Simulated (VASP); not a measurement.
Runs of VASP 6.6.1 on As2Se. The structure is that of space group Fd-3m (No. 227), or close to it. The cells are those of the table. The cell was generated, and may not be a known phase.

```csv
task,cell,k mesh,cutoff (eV),gap on the mesh (eV),pressure (GPa),relaxed volume (Å³/atom)
single point,"a = 5.569 Å, angles 60.0°, 6 atoms",8 × 8 × 8,520,none,0.1,-
relaxation of cell and atoms,"relaxed from a = 5.911 Å, angles 60.0°, 6 atoms",4 × 4 × 4,600,none,0.0,20.41
relaxation of cell and atoms,"relaxed from a = 5.574 Å, angles 60.0°, 6 atoms",8 × 8 × 8,600,none,0.0,20.36
single point,"a = 5.574 Å, angles 60.0°, 6 atoms",4 × 4 × 4,520,none,0.1,-
single point,"a = 5.911 Å, angles 60.0°, 6 atoms",4 × 4 × 4,520,none,(a),-
```

Alike in all rows: level PBE; potentials or basis VASP PAW PBE potentials, release 64 (As, Se); no spin polarisation; smearing gaussian 0.1 eV.

Problem. Fill in the values left out.

Solution. (a) -8.5.

Caveats: the highest band is partly filled, so the run has too few bands (at least some runs); the volume moved by over 15 % at a fixed basis, so the end points are rough (at least some runs); the cell stands under tension (at least some runs).

A k mesh can miss the band edges, and the runs leave out spin-orbit coupling on As, Se.

A gap of «none» marks levels without a gap at the run's occupations.
